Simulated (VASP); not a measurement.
# CrCuO2 (R-3m) in VASP: notebook

Runs on CrCuO2. Level: PBE+U. Tasks: single point, relaxation of cell and atoms.

All numbers are computed with VASP 6.6.1; they aren't measurements. Logs are shortened: lines on timing, memory, paths and dates and some standing lists are left out, and cuts for length are marked.

## 1. The cell of the first run

Symmetry: R-3m, No. 166, trigonal system. The conventional cell has a = 3.033 Å, b = 3.033 Å, c = 17.244 Å, α = 90.00°, β = 90.00°, γ = 120.00°. Within 2.7 Å of Cr (site symmetry -3m) lie 6 O at 2.02 Å. Within 2.5 Å of Cu (site symmetry -3m) lie 2 O at 1.88 Å. Within 2.5 Å of O (site symmetry 3m) lie 1 Cu at 1.88 Å and 3 Cr at 2.02 Å.

## 2. Single point, PBE+U, collinear spin, ferromagnetic start

Contents of INCAR:

```
ALGO = Normal
EDIFF = 1E-6
ENCUT = 600
GGA = PE
GGA_COMPAT = F
ISIF = 2
ISMEAR = 0
ISPIN = 2
LASPH = T
LCHARG = T
LDAU = T
LDAUJ = 0 0 0
LDAUL = 2 2 -1
LDAUPRINT = 1
LDAUTYPE = 2
LDAUU = 3.7 4 0
LELF = T
LMAXMIX = 4
LORBIT = 11
LREAL = F
LVHAR = T
LWAVE = F
MAGMOM = 2.73 0 0 0
NBANDS = 30
NELM = 200
PREC = Accurate
SIGMA = 0.1
```

Contents of KPOINTS:

```
k-points
0
Gamma
  6 6 6
```

Contents of POSCAR:

```
CrCuO2
1.0
    1.5165967062      0.8756075166      5.7478989488
   -1.5165967062      0.8756075166      5.7478989488
    0.0000000000     -1.7512150332      5.7478989488
Cr Cu O
1 1 2
Direct
    0.5000000000      0.5000000000      0.5000000000
    0.0000000000      0.0000000000      0.0000000000
    0.1087734878      0.1087734878      0.1087734878
    0.8912265122      0.8912265122      0.8912265122
```

Potentials or basis: VASP PAW PBE potentials, release 64 (Cr_pv, Cu, O).

The run is started by

```
> cat potpaw_PBE.64/Cr_pv/POTCAR potpaw_PBE.64/Cu/POTCAR potpaw_PBE.64/O/POTCAR > POTCAR
> mpirun -np 1 vasp_std > vasp.out
```

OUTCAR:

```text
EDIFF = 1E-6
   ENCUT = 600
   GGA = PE
   ISIF = 2
   ISMEAR = 0
   ISPIN = 2
   LASPH = T
   LORBIT = 11
   LREAL = F
   NELM = 200
   PREC = Accurate

 ion  position               nearest neighbor table
   1  0.500  0.500  0.500-   3 2.02   3 2.02   4 2.02   4 2.02   3 2.02   4 2.02
   2  0.000  0.000  0.000-   3 1.88   4 1.88
   3  0.109  0.109  0.109-   2 1.88   1 2.02   1 2.02   1 2.02
   4  0.891  0.891  0.891-   2 1.88   1 2.02   1 2.02   1 2.02

  LATTYP: Found a trigonal (rhomboedric) cell.
 ALAT       =     6.0087516522
 COS(alpha) =     0.8725905317

  Lattice vectors:

 A1 = (   1.5165967062,   0.8756075166,   5.7478989488)
 A2 = (  -1.5165967062,   0.8756075166,   5.7478989488)
 A3 = (   0.0000000000,  -1.7512150332,   5.7478989488)

Analysis of symmetry for initial positions (statically):
=====================================================================
 Subroutine PRICEL returns:
 Original cell was already a primitive cell.

 Routine SETGRP: Setting up the symmetry group for a
 trigonal (rhombohedral) supercell.

 Subroutine GETGRP returns: Found 12 space group operations
 (whereof 12 operations were pure point group operations)
 out of a pool of 12 trial point group operations.

The static configuration has the point symmetry D_3d.

Analysis of symmetry for dynamics (positions and initial velocities):
=====================================================================
 Subroutine PRICEL returns:
 Original cell was already a primitive cell.

 Routine SETGRP: Setting up the symmetry group for a
 trigonal (rhombohedral) supercell.

 Subroutine GETGRP returns: Found 12 space group operations
 (whereof 12 operations were pure point group operations)
 out of a pool of 12 trial point group operations.

The dynamic configuration has the point symmetry D_3d.

Analysis of structural, dynamic, and magnetic symmetry:
=====================================================================
 Subroutine PRICEL returns:
 Original cell was already a primitive cell.

 Routine SETGRP: Setting up the symmetry group for a
[... 211 lines left out ...]
  o =  0.9495  v =  0.0000  0.0000  0.0000  0.0000  0.0000  1.0000 -0.0000  0.0000 -0.0046  0.0001      0.0000  0.0000  0.0000  0.0000  0.0000  0.0000  0.0000  0.0000  0.0000  0.0000
  o =  0.9495  v =  0.0000  0.0000  0.0000  0.0000  0.0000  0.0001  0.0046 -0.0000 -0.0000 -1.0000      0.0000  0.0000  0.0000  0.0000  0.0000  0.0000  0.0000  0.0000  0.0000  0.0000
  o =  0.9627  v = -0.0578 -0.0000  0.0000  0.9983  0.0000  0.0000  0.0000  0.0000  0.0000  0.0000      0.0000  0.0000  0.0000  0.0000  0.0000  0.0000  0.0000  0.0000  0.0000  0.0000
  o =  0.9627  v =  0.0000 -0.9983  0.0000 -0.0000  0.0578  0.0000  0.0000  0.0000  0.0000  0.0000      0.0000  0.0000  0.0000  0.0000  0.0000  0.0000  0.0000  0.0000  0.0000  0.0000
  o =  0.9659  v =  0.0000  0.0000  0.0000  0.0000  0.0000 -0.0046  0.0000  0.0000 -1.0000  0.0000      0.0000  0.0000  0.0000  0.0000  0.0000  0.0000  0.0000  0.0000  0.0000  0.0000
  o =  0.9659  v =  0.0000  0.0000  0.0000  0.0000  0.0000 -0.0000 -1.0000 -0.0000 -0.0000 -0.0046      0.0000  0.0000  0.0000  0.0000  0.0000  0.0000  0.0000  0.0000  0.0000  0.0000

 number of electron      34.9999991 magnetization       3.0000315

 Free energy of the ion-electron system (eV)
  ---------------------------------------------------
  ext. energy  EPLUGINS =         0.00000000
  ---------------------------------------------------
  free energy    TOTEN  =       -25.62873431 eV

  energy without entropy =      -25.62873431  energy(sigma->0) =      -25.62873431

 E-fermi :   5.1811     XC(G=0): -11.2712

 val. band max:        4.7219340565   @ k =  -0.1667   0.5000   0.1667
 cond. band min:       6.6937103144   @ k =   0.5000   0.5000   0.1667
 fundamental gap:      1.9717762579
 Fermi energy:         5.1811122620

 spin component 1

 k-point     1 :       0.0000    0.0000    0.0000
  band No.  band energies     occupation
      1     -39.3573      1.00000
      2     -39.3304      1.00000
      3     -39.3304      1.00000
      4     -14.3987      1.00000
      5     -12.8985      1.00000
      6      -2.6171      1.00000
[... 1529 lines left out ...]
     28      19.4620      0.00000
     29      19.7089      0.00000

 [... further k-points ...]

 [bands above 29 left out]

------------------------ aborting loop because EDIFF is reached ----------------------------------------

  FORCE on cell =-STRESS in cart. coord.  units (eV):
  Direction    XX          YY          ZZ          XY          YZ          ZX
  --------------------------------------------------------------------------------------
  -------------------------------------------------------------------------------------
  Total        0.6662144      0.6662144     -0.5875208      0.0000000      0.0000000      0.0000000
  in kB       23.3069062     23.3069062    -20.5538811      0.0000000      0.0000000      0.0000000
  external PRESSURE =       8.6866438 kB  Pullay stress =       0.0000000 kB

 VOLUME and BASIS-vectors are now :
 -----------------------------------------------------------------------------
  energy-cutoff  :      600.00
  volume of cell :       45.80
      direct lattice vectors                 reciprocal lattice vectors
     1.516596706  0.875607517  5.747898949     0.329685537  0.190344034  0.057992205
    -1.516596706  0.875607517  5.747898949    -0.329685537  0.190344034  0.057992205
     0.000000000 -1.751215033  5.747898949     0.000000000 -0.380688067  0.057992205

 POSITION                                       TOTAL-FORCE (eV/Angst)
 -----------------------------------------------------------------------------------
      0.00000      0.00000      8.62185         0.000000      0.000000     -0.000000
      0.00000      0.00000      0.00000         0.000000      0.000000     -0.000000
      0.00000      0.00000      1.87566         0.000000     -0.000000     -0.503616
      0.00000      0.00000     15.36804         0.000000      0.000000      0.503616
 -----------------------------------------------------------------------------------
    total drift:                               -0.000000     -0.000000     -0.000000

  FREE ENERGIE OF THE ION-ELECTRON SYSTEM (eV)
  ---------------------------------------------------
  free  energy   TOTEN  =       -25.6287343129 eV

  energy  without entropy=      -25.6287343129  energy(sigma->0) =      -25.62873431

 total charge

# of ion       s       p       d       tot
------------------------------------------
    1        0.294   6.330   3.980  10.603
    2        0.394   0.275   9.351  10.020
    3        1.548   3.500   0.000   5.048
    4        1.548   3.500   0.000   5.048
--------------------------------------------------
tot          3.783  13.604  13.331  30.719

 magnetization (x)

# of ion       s       p       d       tot
------------------------------------------
    1        0.032   0.029   2.914   2.974
    2        0.012   0.005  -0.006   0.011
    3       -0.003  -0.036   0.000  -0.039
    4       -0.003  -0.036   0.000  -0.039
--------------------------------------------------
tot          0.038  -0.039   2.908   2.906
```

OSZICAR:

```text
N       E                     dE             d eps       ncg     rms          rms(c)
DAV:   1     0.381693111236E+03    0.38169E+03   -0.19466E+04  4110   0.174E+03
DAV:   2     0.972525058250E+01   -0.37197E+03   -0.34063E+03  3920   0.418E+02
DAV:   3    -0.282833582719E+02   -0.38009E+02   -0.36506E+02  4480   0.138E+02
DAV:   4    -0.293174011010E+02   -0.10340E+01   -0.10227E+01  4526   0.234E+01
DAV:   5    -0.293438663281E+02   -0.26465E-01   -0.26411E-01  4166   0.410E+00    0.217E+01
DAV:   6    -0.262405335930E+02    0.31033E+01   -0.27548E+01  5356   0.629E+01    0.166E+01
DAV:   7    -0.255678929972E+02    0.67264E+00   -0.44923E+00  4546   0.347E+01    0.918E+00
DAV:   8    -0.256253308634E+02   -0.57438E-01   -0.57858E-01  4792   0.657E+00    0.484E+00
DAV:   9    -0.256292053293E+02   -0.38745E-02   -0.82992E-02  5600   0.744E+00    0.820E-01
DAV:  10    -0.256276146553E+02    0.15907E-02   -0.32107E-02  5350   0.311E+00    0.292E-01
DAV:  11    -0.256285557163E+02   -0.94106E-03   -0.34305E-03  4888   0.570E-01    0.123E-01
DAV:  12    -0.256286958598E+02   -0.14014E-03   -0.29264E-04  4944   0.259E-01    0.789E-02
DAV:  13    -0.256287279482E+02   -0.32088E-04   -0.10156E-04  4812   0.121E-01    0.173E-02
DAV:  14    -0.256287334501E+02   -0.55019E-05   -0.10464E-05  5598   0.599E-02    0.695E-03
DAV:  15    -0.256287343129E+02   -0.86278E-06   -0.13009E-06  3450   0.241E-02
   1 F= -.25628734E+02 E0= -.25628734E+02  d E =-.109488E-11  mag=     3.0000
```

Wall time 3.8 min (1 thread of Intel Xeon 6975P-C (Granite Rapids), shared host); peak memory 0.44 GiB.

What came out:

```yaml
Free_energy: -25.6287 eV
Pressure: 0.9 GPa
Largest_force: 0.504 eV/Å
Band_gap_on_the_k_mesh: 1.97 eV (least direct gap 2.75 eV)
Net_moment: 3.00 μB per cell
Site_moments: Cr +2.97; Cu +0.01; O -0.04 μB
Valence_electrons_inside_the_program's_atomic_spheres: Cr 10.60; Cu 10.02; O 5.05
```

Forces in eV/Å, atoms in the order of the input:
```
Cr   0.000  0.000  0.000
Cu   0.000  0.000  0.000
O    0.000  0.000 -0.504
O    0.000  0.000  0.504
```

Eigenvalues of the final occupation matrices:
| site | spin | trace | eigenvalues |
| --- | --- | --- | --- |
| site 1 d | 1 | 3.46 | 0.31 0.31 0.95 0.95 0.95 |
| site 1 d | 2 | 0.54 | 0.04 0.05 0.05 0.21 0.21 |
| site 2 d | 1 | 4.68 | 0.86 0.95 0.95 0.96 0.96 |
| site 2 d | 2 | 4.69 | 0.86 0.95 0.95 0.97 0.97 |

Caveat: an empty level that is flat over the whole mesh can mark a ghost state of the potentials, or a narrow d or f band.

## 3. Relaxation of cell and atoms, PBE+U, collinear spin, ferromagnetic start

This run uses another cell than the first one, of 10.91 Å³/atom.

Contents of INCAR:

```
SYSTEM = CrCuO2
ALGO = Normal ; EDIFF = 1E-7
EDIFFG = -0.05 ; ENCUT = 600
GGA = PE ; GGA_COMPAT = .False.
IBRION = 2 ; ISIF = 3
ISMEAR = 0 ; ISPIN = 2
LASPH = .True. ; LCHARG = .False.
LDAU = .True. ; LDAUJ = 0 0 0
LDAUL = 2 2 -1 ; LDAUPRINT = 1
LDAUTYPE = 2 ; LDAUU = 3.7 4 0
LMAXMIX = 4 ; LORBIT = 11
LREAL = .False. ; LWAVE = .False.
MAGMOM = 2.73 0 0 0 ; NELM = 200
NELMIN = 4 ; NSW = 100
PREC = Accurate ; SIGMA = 0.1
```

Contents of KPOINTS:

```
k-points
0
Gamma
  6 6 6
  0 0 0
```

Contents of POSCAR:

```
CrCuO2
1.0
    1.4867000139      0.8583466533      5.7000000000
   -1.4867000139      0.8583466533      5.7000000000
    0.0000000000     -1.7166933065      5.7000000000
Cr Cu O
1 1 2
Direct
    0.5000000000      0.5000000000      0.5000000000
    0.0000000000      0.0000000000      0.0000000000
    0.1079200000      0.1079200000      0.1079200000
    0.8920800000      0.8920800000      0.8920800000
```

Potentials or basis: VASP PAW PBE potentials, release 64 (Cr_pv, Cu, O).

The run is started by

```
> cat potpaw_PBE.64/Cr_pv/POTCAR potpaw_PBE.64/Cu/POTCAR potpaw_PBE.64/O/POTCAR > POTCAR
> mpirun -np 1 vasp_std > vasp.out
```

OUTCAR:

```text
SYSTEM = CrCuO2
   EDIFF = 1E-7
   EDIFFG = -0.05
   ENCUT = 600
   GGA = PE
   IBRION = 2
   ISIF = 3
   ISMEAR = 0
   ISPIN = 2
   LASPH = .True.
   LORBIT = 11
   LREAL = .False.
   NELM = 200
   NELMIN = 4
   NSW = 100
   PREC = Accurate

 ion  position               nearest neighbor table
   1  0.500  0.500  0.500-   3 1.99   3 1.99   4 1.99   4 1.99   3 1.99   4 1.99
   2  0.000  0.000  0.000-   3 1.85   4 1.85
   3  0.108  0.108  0.108-   2 1.85   1 1.99   1 1.99   1 1.99
   4  0.892  0.892  0.892-   2 1.85   1 1.99   1 1.99   1 1.99

  LATTYP: Found a trigonal (rhomboedric) cell.
 ALAT       =     5.9529014698
 COS(alpha) =     0.8752561057

  Lattice vectors:

 A1 = (   1.4867000139,   0.8583466533,   5.7000000000)
 A2 = (  -1.4867000139,   0.8583466533,   5.7000000000)
 A3 = (   0.0000000000,  -1.7166933065,   5.7000000000)

Analysis of symmetry for initial positions (statically):
=====================================================================
 Subroutine PRICEL returns:
 Original cell was already a primitive cell.

 Routine SETGRP: Setting up the symmetry group for a
 trigonal (rhombohedral) supercell.

 Subroutine GETGRP returns: Found 12 space group operations
 (whereof 12 operations were pure point group operations)
 out of a pool of 12 trial point group operations.

The static configuration has the point symmetry D_3d.

Analysis of symmetry for dynamics (positions and initial velocities):
=====================================================================
 Subroutine PRICEL returns:
 Original cell was already a primitive cell.

[... 402 lines left out ...]

spin component  1

  0.9496  0.0000  0.0000 -0.0009  0.0000
  0.0000  0.9625  0.0000 -0.0000 -0.0009
  0.0000  0.0000  0.8596  0.0000  0.0000
 -0.0009 -0.0000  0.0000  0.9625  0.0000
  0.0000 -0.0009  0.0000  0.0000  0.9496

spin component  2

  0.9499  0.0000  0.0000  0.0001  0.0000
  0.0000  0.9666  0.0000 -0.0000  0.0001
  0.0000  0.0000  0.8585  0.0000  0.0000
  0.0001 -0.0000  0.0000  0.9666  0.0000
  0.0000  0.0001  0.0000  0.0000  0.9499

 occupancies and eigenvectors

  o =  0.8585  v =  0.0000  0.0000  0.0000  0.0000  0.0000 -0.0000 -0.0000  1.0000  0.0000 -0.0000      0.0000  0.0000  0.0000  0.0000  0.0000  0.0000  0.0000  0.0000  0.0000  0.0000
  o =  0.8596  v =  0.0000  0.0000 -1.0000 -0.0000  0.0000  0.0000  0.0000  0.0000  0.0000  0.0000      0.0000  0.0000  0.0000  0.0000  0.0000  0.0000  0.0000  0.0000  0.0000  0.0000
  o =  0.9495  v =  0.0000 -0.0698 -0.0000 -0.0000 -0.9976  0.0000  0.0000  0.0000  0.0000  0.0000      0.0000  0.0000  0.0000  0.0000  0.0000  0.0000  0.0000  0.0000  0.0000  0.0000
  o =  0.9495  v = -0.9976  0.0000  0.0000 -0.0698  0.0000  0.0000  0.0000  0.0000  0.0000  0.0000      0.0000  0.0000  0.0000  0.0000  0.0000  0.0000  0.0000  0.0000  0.0000  0.0000
  o =  0.9499  v =  0.0000  0.0000  0.0000  0.0000  0.0000  1.0000  0.0000 -0.0000 -0.0049 -0.0000      0.0000  0.0000  0.0000  0.0000  0.0000  0.0000  0.0000  0.0000  0.0000  0.0000
  o =  0.9499  v =  0.0000  0.0000  0.0000  0.0000  0.0000 -0.0000  0.0049 -0.0000  0.0000 -1.0000      0.0000  0.0000  0.0000  0.0000  0.0000  0.0000  0.0000  0.0000  0.0000  0.0000
  o =  0.9625  v = -0.0698 -0.0000 -0.0000  0.9976 -0.0000  0.0000  0.0000  0.0000  0.0000  0.0000      0.0000  0.0000  0.0000  0.0000  0.0000  0.0000  0.0000  0.0000  0.0000  0.0000
  o =  0.9625  v =  0.0000  0.9976 -0.0000  0.0000 -0.0698  0.0000  0.0000  0.0000  0.0000  0.0000      0.0000  0.0000  0.0000  0.0000  0.0000  0.0000  0.0000  0.0000  0.0000  0.0000
  o =  0.9666  v =  0.0000  0.0000  0.0000  0.0000  0.0000 -0.0049 -0.0000 -0.0000 -1.0000 -0.0000      0.0000  0.0000  0.0000  0.0000  0.0000  0.0000  0.0000  0.0000  0.0000  0.0000
  o =  0.9666  v =  0.0000  0.0000  0.0000  0.0000  0.0000  0.0000 -1.0000 -0.0000  0.0000 -0.0049      0.0000  0.0000  0.0000  0.0000  0.0000  0.0000  0.0000  0.0000  0.0000  0.0000

--------------------------------------- Ionic step        6  -------------------------------------------

 number of electron      34.9999994 magnetization       2.9999998

 Free energy of the ion-electron system (eV)
  ---------------------------------------------------
  ext. energy  EPLUGINS =         0.00000000
  ---------------------------------------------------
  free energy    TOTEN  =       -25.63756937 eV

  energy without entropy =      -25.63756937  energy(sigma->0) =      -25.63756937

 E-fermi :   5.1439     XC(G=0): -11.2325

 val. band max:        4.7015822620   @ k =  -0.1667   0.5000   0.1667
 cond. band min:       6.5922335180   @ k =   0.5000   0.5000   0.1667
 fundamental gap:      1.8906512560
 Fermi energy:         5.1438573873

 spin component 1

 k-point     1 :       0.0000    0.0000    0.0000
  band No.  band energies     occupation
      1     -39.4987      1.00000
      2     -39.4750      1.00000
      3     -39.4750      1.00000
      4     -14.4250      1.00000
      5     -12.9679      1.00000
      6      -2.6728      1.00000
[... 1226 lines left out ...]
  FREE ENERGIE OF THE ION-ELECTRON SYSTEM (eV)
  ---------------------------------------------------
  free  energy   TOTEN  =       -25.6375693750 eV

  energy  without entropy=      -25.6375693750  energy(sigma->0) =      -25.63756937

 reached required accuracy - stopping structural energy minimisation

 total charge

# of ion       s       p       d       tot
------------------------------------------
    1        0.288   6.317   3.961  10.565
    2        0.406   0.290   9.353  10.049
    3        1.548   3.496   0.000   5.044
    4        1.548   3.496   0.000   5.044
--------------------------------------------------
tot          3.789  13.601  13.313  30.703

 magnetization (x)

# of ion       s       p       d       tot
------------------------------------------
    1        0.032   0.028   2.924   2.984
    2        0.011   0.004  -0.008   0.008
    3       -0.003  -0.040   0.000  -0.042
    4       -0.003  -0.040   0.000  -0.042
--------------------------------------------------
tot          0.037  -0.047   2.916   2.906
```

OSZICAR:

```text
N       E                     dE             d eps       ncg     rms          rms(c)
DAV:   1     0.396626699386E+03    0.39663E+03   -0.20565E+04  2896   0.240E+03
[... 77 lines left out ...]
DAV:   3    -0.256376611197E+02    0.38016E-03   -0.27675E-03  4152   0.179E+00    0.934E-02
DAV:   4    -0.256375974856E+02    0.63634E-04   -0.46385E-04  4032   0.323E-01    0.506E-02
DAV:   5    -0.256375800339E+02    0.17452E-04   -0.66358E-05  4264   0.129E-01    0.361E-02
DAV:   6    -0.256375708052E+02    0.92287E-05   -0.22666E-05  4232   0.163E-01    0.147E-02
DAV:   7    -0.256375693978E+02    0.14074E-05   -0.61196E-06  4380   0.501E-02    0.903E-03
DAV:   8    -0.256375694291E+02   -0.31259E-07   -0.29486E-06  4022   0.145E-02    0.397E-03
DAV:   9    -0.256375693750E+02    0.54097E-07   -0.11830E-07  1740   0.125E-02
   6 F= -.25637569E+02 E0= -.25637569E+02  d E =-.228030E-03  mag=     3.0000
```

Wall time 15 min (1 thread of Intel Xeon 6975P-C (Granite Rapids), shared host); peak memory 0.46 GiB.

What came out:

| Property | Result |
| --- | --- |
| Free energy | -25.6376 eV |
| Relaxed volume | 11.53 Å³/atom |
| Relaxed cell | a = 5.982 Å, b = 5.982 Å, c = 5.982 Å, α = 29.56°, β = 29.56°, γ = 29.56° |
| Space group after relaxing (to 0.1 Å) | R-3m (No. 166) |
| Energy gained by relaxing | 17.4 meV/atom |
| Ionic steps | 6 |
| Pressure after relaxing | -0.1 GPa |
| Largest force after relaxing | 0.047 eV/Å |
| Band gap on the k mesh | 1.89 eV (least direct gap 2.63 eV) |
| Net moment | 3.00 μB per cell |
| Site moments | Cr +2.98; Cu +0.01; O -0.04 μB |
| Valence electrons inside the program's atomic spheres | Cr 10.56; Cu 10.05; O 5.04 |

Forces in eV/Å, atoms in the order of the input:
```
Cr   0.000  0.000  0.000
Cu   0.000  0.000  0.000
O    0.000  0.000 -0.047
O    0.000  0.000  0.047
```

Stress tensor (GPa, compression positive):
```
 0.00  0.00  0.00
 0.00  0.00  0.00
 0.00  0.00 -0.36
```

Step by step:
```csv
step,energy change (eV),largest force (eV/Å),pressure (GPa),volume (Å³)
1,0.0000,0.4502,8.62,43.64
2,-0.0321,0.5004,-5.18,47.45
3,-0.0630,0.1453,-0.05,45.81
4,-0.0683,0.1090,0.08,45.93
5,-0.0695,0.0856,0.19,46.01
6,-0.0697,0.0466,-0.12,46.12
```

Final structure:
```cif
data_structure
_symmetry_space_group_name_H-M 'P 1'
_symmetry_Int_Tables_number 1
_cell_length_a 5.9824
_cell_length_b 5.9824
_cell_length_c 5.9824
_cell_angle_alpha 29.558
_cell_angle_beta 29.558
_cell_angle_gamma 29.558
_cell_volume 46.12
loop_
_atom_site_label
_atom_site_type_symbol
_atom_site_fract_x
_atom_site_fract_y
_atom_site_fract_z
_atom_site_occupancy
Cr1 Cr 0.50000 0.50000 0.50000 1
Cu1 Cu 0.00000 0.00000 0.00000 1
O1 O 0.10803 0.10803 0.10803 1
O2 O 0.89197 0.89197 0.89197 1
```

Eigenvalues of the final occupation matrices:
```
    site  spin  trace               eigenvalues
site 1 d     1   3.46  0.30 0.30 0.95 0.95 0.95
site 1 d     2   0.53  0.04 0.04 0.04 0.20 0.20
site 2 d     1   4.68  0.86 0.95 0.95 0.96 0.96
site 2 d     2   4.69  0.86 0.95 0.95 0.97 0.97
```

Caveat: the relaxation stopped at a loose force limit of 0.05 eV/Å, so its end isn't a converged minimum.
